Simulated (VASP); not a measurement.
Crystal: WC.

```
CELL_PARAMETERS angstrom
2.92168 0.00000 0.00000
-1.46084 2.53025 0.00000
0.00000 0.00000 2.84705
ATOMIC_POSITIONS crystal
W 0.00000 0.00000 0.00000
C 0.66667 0.33333 0.50000
```

| Quantity | Value |
| --- | --- |
| Program | VASP 6.6.1 |
| Task | relaxation of cell and atoms |
| Functional | PBEsol |
| Potentials or basis | VASP PAW PBE potentials, release 64 (W_sv, C) |
| Cutoff | 600 eV |
| k mesh | 18 × 18 × 14 |
| Occupations | gaussian, width 0.1 eV |
| Spin | no spin polarisation |

At the start: pressure -7.8 GPa; volume 10.52 Å³/atom.

Question: How do energy, volume and symmetry change on relaxing?

Answer: Over 12 steps the energy falls by 5.1 meV/atom and the volume is 10.32 Å³/atom (-2.0 %); space group P-6m2 (No. 187, to 0.05 Å).

The path:
```
step  energy change (eV)  largest force (eV/Å)  pressure (GPa)  volume (Å³)
   1              0.0000                0.0000           -7.77        21.05
   2              0.0736                0.0000           25.40        19.53
   3             -0.0101                0.0000           -0.18        20.65
   4             -0.0102                0.0000           -0.06        20.64
   5             -0.0101                0.0000            0.10        20.63
   6             -0.0102                0.0000            0.14        20.62
   7             -0.0102                0.0000            0.12        20.63
   8             -0.0102                0.0000            0.14        20.63
   9             -0.0102                0.0000            0.15        20.62
  10             -0.0102                0.0000            0.16        20.62
  11             -0.0102                0.0000           -0.29        20.65
  12             -0.0102                0.0000           -0.01        20.63
```

Final structure:
```xyz
2
Lattice="2.9009 0.0000 0.0000 -1.4505 2.5123 0.0000 0.0000 0.0000 2.8310" Properties=species:S:1:pos:R:3 pbc="T T T"
W     0.0000    0.0000    0.0000
C     1.4505    0.8374    1.4155
```

Caveat: the PAW data sets were made with another functional, which shifts forces and pressure a little.
